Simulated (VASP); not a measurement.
# Ga15SnN16 (a cell with a defect) in VASP: electric field gradients with PBE

Aim: the electric field gradients of Ga15SnN16 (a cell with a defect) with PBE.

Program: VASP 6.6.1. These are calculated values, not measurements. Logs are shortened: lines on timing, memory, paths and dates and some standing lists are left out, and cuts for length are marked.

**1. The cell of the first run**

The cell holds a defect, 32 atoms: a = 6.360 Å, b = 6.360 Å, c = 10.332 Å, α = 90.00°, β = 90.00°, γ = 120.00°.

**2. Electric field gradients, PBE**

File INCAR:

```
ALGO = Normal ; EDIFF = 1E-8
ENCUT = 520 ; GGA = PE
ISIF = 2 ; ISMEAR = -1
LASPH = T ; LCHARG = F
LEFG = T ; LREAL = Auto
LWAVE = F ; NBANDS = 166
NELECT = 290.0 ; NELM = 80
PREC = Accurate ; SIGMA = 0.01
```

File KPOINTS:

```
k-points
0
Gamma
  4 4 2
```

File POSCAR:

```
Ga15SnN16
1.0
    6.3600000000      0.0000000000      0.0000000000
   -3.1800000000      5.5079215680      0.0000000000
    0.0000000000      0.0000000000     10.3320000000
Sn Ga N
1 15 16
Direct
    0.1666666666      0.3333333334      0.0000000000
    0.1666666666      0.3333333334      0.5000000000
    0.1666666666      0.8333333334      0.0000000000
    0.1666666666      0.8333333334      0.5000000000
    0.6666666666      0.3333333334      0.0000000000
    0.6666666666      0.3333333334      0.5000000000
    0.6666666666      0.8333333334      0.0000000000
    0.6666666666      0.8333333334      0.5000000000
    0.3333333334      0.1666666666      0.2500000000
    0.3333333334      0.1666666666      0.7500000000
    0.3333333334      0.6666666666      0.2500000000
    0.3333333334      0.6666666666      0.7500000000
    0.8333333334      0.1666666666      0.2500000000
    0.8333333334      0.1666666666      0.7500000000
    0.8333333334      0.6666666666      0.2500000000
    0.8333333334      0.6666666666      0.7500000000
    0.1666666666      0.3333333334      0.1875000000
    0.1666666666      0.3333333334      0.6875000000
    0.1666666666      0.8333333334      0.1875000000
    0.1666666666      0.8333333334      0.6875000000
    0.6666666666      0.3333333334      0.1875000000
    0.6666666666      0.3333333334      0.6875000000
    0.6666666666      0.8333333334      0.1875000000
    0.6666666666      0.8333333334      0.6875000000
    0.3333333334      0.1666666666      0.4375000000
    0.3333333334      0.1666666666      0.9375000000
    0.3333333334      0.6666666666      0.4375000000
    0.3333333334      0.6666666666      0.9375000000
    0.8333333334      0.1666666666      0.4375000000
    0.8333333334      0.1666666666      0.9375000000
    0.8333333334      0.6666666666      0.4375000000
    0.8333333334      0.6666666666      0.9375000000
```

Potentials or basis: VASP PAW PBE potentials, release 64 (Sn_d, Ga_d, N).

On the command line:

```
> cat potpaw_PBE.64/Sn_d/POTCAR potpaw_PBE.64/Ga_d/POTCAR potpaw_PBE.64/N/POTCAR > POTCAR
> mpirun -np 1 vasp_std > vasp.out
```

OUTCAR:

```text
EDIFF = 1E-8
   ENCUT = 520
   GGA = PE
   ISIF = 2
   ISMEAR = -1
   LASPH = T
   LREAL = Auto
   NELECT = 290.0
   NELM = 80
   PREC = Accurate

 ion  position               nearest neighbor table
   1  0.167  0.333  0.000-  17 1.94  28 1.95  30 1.95  26 1.95  11 3.17  12 3.17  13 3.17  14 3.17
                             9 3.17  10 3.17   3 3.18   7 3.18   3 3.18   7 3.18   5 3.18   5 3.18
   2  0.167  0.333  0.500-  18 1.94  27 1.95  29 1.95  25 1.95
   3  0.167  0.833  0.000-  19 1.94  26 1.95  32 1.95  28 1.95   1 3.18   1 3.18
   4  0.167  0.833  0.500-  20 1.94  25 1.95  31 1.95  27 1.95
   5  0.667  0.333  0.000-  21 1.94  32 1.95  26 1.95  30 1.95   1 3.18   1 3.18
   6  0.667  0.333  0.500-  22 1.94  31 1.95  25 1.95  29 1.95
   7  0.667  0.833  0.000-  23 1.94  30 1.95  28 1.95  32 1.95   1 3.18   1 3.18
   8  0.667  0.833  0.500-  24 1.94  29 1.95  27 1.95  31 1.95
   9  0.333  0.167  0.250-  25 1.94  19 1.95  21 1.95  17 1.95   1 3.17
  10  0.333  0.167  0.750-  26 1.94  20 1.95  22 1.95  18 1.95   1 3.17
  11  0.333  0.667  0.250-  27 1.94  17 1.95  23 1.95  19 1.95   1 3.17
  12  0.333  0.667  0.750-  28 1.94  18 1.95  24 1.95  20 1.95   1 3.17
  13  0.833  0.167  0.250-  29 1.94  23 1.95  17 1.95  21 1.95   1 3.17
  14  0.833  0.167  0.750-  30 1.94  24 1.95  18 1.95  22 1.95   1 3.17
  15  0.833  0.667  0.250-  31 1.94  21 1.95  19 1.95  23 1.95
  16  0.833  0.667  0.750-  32 1.94  22 1.95  20 1.95  24 1.95
  17  0.167  0.333  0.188-   1 1.94  11 1.95  13 1.95   9 1.95
  18  0.167  0.333  0.688-   2 1.94  12 1.95  14 1.95  10 1.95
  19  0.167  0.833  0.188-   3 1.94   9 1.95  15 1.95  11 1.95
  20  0.167  0.833  0.688-   4 1.94  10 1.95  16 1.95  12 1.95
[... 10 lines left out ...]
  31  0.833  0.667  0.438-  15 1.94   6 1.95   4 1.95   8 1.95
  32  0.833  0.667  0.938-  16 1.94   5 1.95   3 1.95   7 1.95

  LATTYP: Found a hexagonal cell.
 ALAT       =     6.3600000000
 C/A-ratio  =     1.6245283019

  Lattice vectors:

 A1 = (   6.3600000000,   0.0000000000,   0.0000000000)
 A2 = (  -3.1800000000,   5.5079215680,   0.0000000000)
 A3 = (   0.0000000000,   0.0000000000,  10.3320000000)

Analysis of symmetry for initial positions (statically):
=====================================================================
 Subroutine PRICEL returns:
 Original cell was already a primitive cell.

 Routine SETGRP: Setting up the symmetry group for a
 hexagonal supercell.

 Subroutine GETGRP returns: Found  6 space group operations
 (whereof  2 operations were pure point group operations)
 out of a pool of 24 trial point group operations.

The static configuration has the point symmetry C_1h.
 The point group associated with its full space group is C_3v.

Analysis of symmetry for dynamics (positions and initial velocities):
=====================================================================
 Subroutine PRICEL returns:
 Original cell was already a primitive cell.

 Routine SETGRP: Setting up the symmetry group for a
 hexagonal supercell.

 Subroutine GETGRP returns: Found  6 space group operations
 (whereof  2 operations were pure point group operations)
 out of a pool of 24 trial point group operations.

The dynamic configuration has the point symmetry C_1h.
 The point group associated with its full space group is C_3v.

 Subroutine INISYM returns: Found  6 space group operations
 (whereof  2 operations are pure point group operations),
 and found     1 'primitive' translations

----------------------------------------------------------------------------------------

                                     Primitive cell

  volume of cell :     361.9339

  direct lattice vectors                    reciprocal lattice vectors
     6.360000000  0.000000000  0.000000000     0.157232704  0.090778344  0.000000000
    -3.180000000  5.507921568  0.000000000     0.000000000  0.181556688  0.000000000
     0.000000000  0.000000000 10.332000000     0.000000000  0.000000000  0.096786682

  length of vectors
     6.360000000  6.360000000 10.332000000     0.181556688  0.181556688  0.096786682

  position of ions in fractional coordinates (direct lattice)
     0.166666667  0.333333333  0.000000000
     0.166666667  0.333333333  0.500000000
     0.166666667  0.833333333  0.000000000
     0.166666667  0.833333333  0.500000000
     0.666666667  0.333333333  0.000000000
     0.666666667  0.333333333  0.500000000
[... 24 lines left out ...]
     0.833333333  0.666666667  0.437500000
     0.833333333  0.666666667  0.937500000

  ion indices of the primitive-cell ions
   primitive index   ion index
                 1           1
                 2           2
[... 84 lines left out ...]
   NELM   =     80;   NELMIN=  2; NELMDL= -5     # of ELM steps
   EDIFF  = 0.1E-07   stopping-criterion for ELM
   LREAL  =      T    real-space projection
   EDIFFG = 0.1E-06   stopping-criterion for IOM
   NSW    =      0    number of steps for IOM
   IBRION =     -1    ionic relax: 0-MD 1-quasi-New 2-CG
   NFREE  =      0    steps in history (QN), initial steepest desc. (CG)
   ISIF   =      2    stress and relaxation
   ISYM   =      2    0-nonsym 1-usesym 2-fastsym
   POTIM  = 0.5000    time-step for ionic-motion
   TEBEG  =    0.0;   TEEND  =   0.0 temperature during run
   PSTRESS=    0.0 pullay stress
   NELECT =     290.0000    total number of electrons
   NUPDOWN=      -1.0000    fix difference up-down
   EMIN   =  10.00;   EMAX   =-10.00  energy-range for DOS
   EFERMI =   0.00;   METHOD = LEGACY
   ISMEAR =    -1;   SIGMA  =   0.01  broadening in eV -4-tet -1-fermi 0-gaus
   EFERMI_NEDOS =   21; number of points for ismear=-14 and -15
   IALGO  =     38    algorithm
   IMIX   =      4    mixing-type and parameters
     AMIX     =   0.40;   BMIX     =  1.00
     AMIX_MAG =   1.60;   BMIX_MAG =  1.00
  volume/ion in A,a.u.               =      11.31        76.33
  Fermi-wavevector in a.u.,A,eV,Ry     =   1.520540  2.873403 31.457224  2.312041
  Thomas-Fermi vector in A             =   2.629376
   LORBIT       =      0    0 simple, 1 ext, 2 COOP (PROOUT), +10 PAW based schemes
   GGA     = PE    functional components
   LHFCALC =     F    Hartree Fock is set to
   AEXX    =    0.0000 exact exchange contribution
   IVDW    =     0    specifies the selected vdW correction
   LEPSILON=     F    determine dielectric tensor
   LRPA    =     F    only Hartree local field effects (RPA)
 non-spin polarized calculation
  energy-cutoff  :      520.00
  volume of cell :      361.93
 maximum number of plane-waves:      9768
 NGX is ok and might be reduce to    48
   NGX = 23   NGY = 23   NGZ = 39

 number of electron     290.0000015 magnetization

 Free energy of the ion-electron system (eV)
  ---------------------------------------------------
  ext. energy  EPLUGINS =         0.00000000
  ---------------------------------------------------
  free energy    TOTEN  =      -181.28699548 eV

  energy without entropy =     -181.28564322  energy(sigma->0) =     -181.28631935

 E-fermi :   9.7808     XC(G=0): -11.8432

 val. band max:        9.7351573193   @ k =   0.5000   0.0000   0.5000
 cond. band min:       9.7872052970   @ k =   0.5000   0.0000   0.0000
 fundamental gap:      0.0520479777
 Fermi energy:         9.7807955210

 k-point     1 :       0.0000    0.0000    0.0000
  band No.  band energies     occupation
      1     -14.9056      2.00000
      2     -14.8907      2.00000
      3     -14.8907      2.00000
      4     -14.5239      2.00000
      5     -14.5239      2.00000
      6     -10.6153      2.00000
[... 1269 lines left out ...]
    156      12.1254      0.00000
    157      12.1942      0.00000
 [bands above 157 left out]

------------------------ aborting loop because EDIFF is reached ----------------------------------------

  FORCE on cell =-STRESS in cart. coord.  units (eV):
  Direction    XX          YY          ZZ          XY          YZ          ZX
  --------------------------------------------------------------------------------------
  -------------------------------------------------------------------------------------
  Total       46.4424493     46.4424493     54.6009262     -0.0000000      0.0000000      0.0000000
  in kB      205.5873734    205.5873734    241.7026055     -0.0000000      0.0000000      0.0000000
  external PRESSURE =     217.6257841 kB  Pullay stress =       0.0000000 kB

 VOLUME and BASIS-vectors are now :
 -----------------------------------------------------------------------------
  energy-cutoff  :      520.00
  volume of cell :      361.93
      direct lattice vectors                 reciprocal lattice vectors
     6.360000000  0.000000000  0.000000000     0.157232704  0.090778344  0.000000000
    -3.180000000  5.507921568  0.000000000     0.000000000  0.181556688  0.000000000
     0.000000000  0.000000000 10.332000000     0.000000000  0.000000000  0.096786682

 POSITION                                       TOTAL-FORCE (eV/Angst)
 -----------------------------------------------------------------------------------
     -0.00000      1.83597      0.00000         0.000000     -0.000000     -0.230127
     -0.00000      1.83597      5.16600         0.000000     -0.000000     -0.214382
     -1.59000      4.58993      0.00000        -0.231211     -0.133490      0.087021
     -1.59000      4.58993      5.16600        -0.006729     -0.003885     -0.154265
      3.18000      1.83597      0.00000         0.000000      0.266980      0.087021
      3.18000      1.83597      5.16600         0.000000      0.007770     -0.154265
[... 24 lines left out ...]
      3.18000      3.67195      4.52025         0.000000     -0.000000      0.082266
      3.18000      3.67195      9.68625         0.000000     -0.000000      0.078595
 -----------------------------------------------------------------------------------
    total drift:                               -0.000007     -0.000006      0.001241

  FREE ENERGIE OF THE ION-ELECTRON SYSTEM (eV)
  ---------------------------------------------------
  free  energy   TOTEN  =      -181.2869954811 eV

  energy  without entropy=     -181.2856432244  energy(sigma->0) =     -181.28631935

 Electric field gradients (V/A^2)
---------------------------------------------------------------------
 ion       V_xx      V_yy      V_zz      V_xy      V_xz      V_yz
---------------------------------------------------------------------
   1       6.641     6.635   -13.276    -0.005    -0.000     0.000
   2       0.144     0.148    -0.292     0.004    -0.000     0.000
   3       2.842     4.752    -7.594    -1.644    -4.465    -2.578
   4       0.449     0.381    -0.830     0.067    -0.085    -0.049
   5       5.698     1.896    -7.594     0.005    -0.000     5.155
   6       0.340     0.490    -0.830     0.004    -0.000     0.098
[... 24 lines left out ...]
  31      -0.752    -0.753     1.504    -0.001     0.000    -0.000
  32       1.175     1.174    -2.349    -0.001     0.000    -0.000
---------------------------------------------------------------------

 Electric field gradients after diagonalization (V/A^2)
 (convention: |V_zz| > |V_xx| > |V_yy|)
----------------------------------------------------------------------
 ion       V_xx      V_yy      V_zz     asymmetry (V_yy - V_xx)/ V_zz
----------------------------------------------------------------------
   1       6.644     6.632   -13.276       0.001
   2       0.151     0.142    -0.292       0.030
   3       5.698     4.158    -9.856       0.156
   4       0.497     0.340    -0.837       0.188
   5       5.698     4.158    -9.856       0.156
   6       0.497     0.340    -0.837       0.188
[... 24 lines left out ...]
  31      -0.753    -0.751     1.504       0.001
  32       1.176     1.173    -2.349       0.001
----------------------------------------------------------------------

           NMR quadrupolar parameters

 Cq : quadrupolar parameter    Cq=e*Q*V_zz/h
 eta: asymmetry parameters     (V_yy - V_xx)/ V_zz
 Q  : nuclear electric quadrupole moment in mb (millibarn)
----------------------------------------------------------------------
 ion       Cq(MHz)       eta       Q (mb)
----------------------------------------------------------------------
   1      -0.032       0.001       1.000
   2      -0.001       0.030       1.000
   3      -0.024       0.156       1.000
   4      -0.002       0.188       1.000
   5      -0.024       0.156       1.000
   6      -0.002       0.188       1.000
[... 24 lines left out ...]
  31       0.004       0.001       1.000
  32      -0.006       0.001       1.000
----------------------------------------------------------------------
```

It took 23 min on 1 thread of Intel Xeon Platinum 8488C (Sapphire Rapids), shared host; peak memory 0.61 GiB.

Results:

- Free energy: -181.2870 eV
- Largest force: 2.975 eV/Å
- Largest electric field gradient by atom: Sn -13.3; Ga -0.3, -9.9, -0.8, +8.9, +6.6, -5.3 (each value once); N +3.6, +1.1, -1.3, +1.0, +2.6, +4.2, +1.5, -2.3 (each value once) V/Å²

Forces in eV/Å, atoms in the order of the input:
```
Sn   0.000  0.000 -0.230
Ga   0.000  0.000 -0.214
Ga  -0.231 -0.133  0.087
Ga  -0.007 -0.004 -0.154
Ga   0.000  0.267  0.087
Ga   0.000  0.008 -0.154
Ga   0.231 -0.133  0.087
Ga   0.007 -0.004 -0.154
Ga   0.272 -0.157  0.298
Ga   0.154 -0.089 -0.663
Ga   0.000  0.314  0.298
Ga   0.000  0.177 -0.663
Ga  -0.272 -0.157  0.298
Ga  -0.154 -0.089 -0.663
Ga   0.000  0.000  0.007
Ga   0.000  0.000 -0.253
N    0.000  0.000  2.975
N    0.000  0.000  0.241
N    0.023  0.013  0.067
N    0.000  0.000  0.218
N    0.000 -0.027  0.067
N    0.000  0.000  0.218
N   -0.023  0.013  0.067
N    0.000  0.000  0.218
N    0.010 -0.006  0.072
N    2.291 -1.323 -0.820
N    0.000  0.012  0.072
N    0.000  2.645 -0.820
N   -0.010 -0.006  0.072
N   -2.291 -1.323 -0.820
N    0.000  0.000  0.082
N    0.000  0.000  0.079
```

Electric field gradients, principal values (V/Å²):
| atom | least | middle | greatest (by size) |
| --- | --- | --- | --- |
| 1 Sn | 6.632 | 6.644 | -13.276 |
| 2 Ga | 0.142 | 0.151 | -0.292 |
| 3 Ga | 4.158 | 5.698 | -9.856 |
| 4 Ga | 0.340 | 0.497 | -0.837 |
| 5 Ga | 4.158 | 5.698 | -9.856 |
| 6 Ga | 0.340 | 0.497 | -0.837 |
| 7 Ga | 4.151 | 5.706 | -9.857 |
| 8 Ga | 0.347 | 0.490 | -0.837 |
| 9 Ga | -2.196 | -6.719 | 8.915 |
| 10 Ga | -2.955 | -3.659 | 6.614 |
| 11 Ga | -2.202 | -6.719 | 8.922 |
| 12 Ga | -2.948 | -3.666 | 6.614 |
| 13 Ga | -2.202 | -6.719 | 8.922 |
| 14 Ga | -2.948 | -3.666 | 6.614 |
| 15 Ga | 2.627 | 2.636 | -5.264 |
| 16 Ga | 0.125 | 0.134 | -0.260 |
| 17 N | -1.824 | -1.826 | 3.650 |
| 18 N | -0.539 | -0.541 | 1.080 |
| 19 N | 0.250 | 1.064 | -1.315 |
| 20 N | -0.333 | -0.676 | 1.008 |
| 21 N | 0.250 | 1.064 | -1.315 |
| 22 N | -0.333 | -0.676 | 1.008 |
| 23 N | 0.249 | 1.064 | -1.313 |
| 24 N | -0.334 | -0.674 | 1.008 |
| 25 N | -1.190 | -1.396 | 2.586 |
| 26 N | -1.410 | -2.788 | 4.198 |
| 27 N | -1.191 | -1.395 | 2.586 |
| 28 N | -1.408 | -2.788 | 4.196 |
| 29 N | -1.191 | -1.395 | 2.586 |
| 30 N | -1.408 | -2.788 | 4.196 |
| 31 N | -0.751 | -0.753 | 1.504 |
| 32 N | 1.173 | 1.176 | -2.349 |

Caveat: the cell carries a net charge on a neutralising background, which shifts energy and pressure; the cell is charged against a uniform background, so pressure and absolute levels hang on convention; without QUAD_EFG the Cq values of the log hold for a quadrupole moment of 1 mb, not for the nuclei; spin-orbit coupling is left out, which moves the levels of the heavy elements.
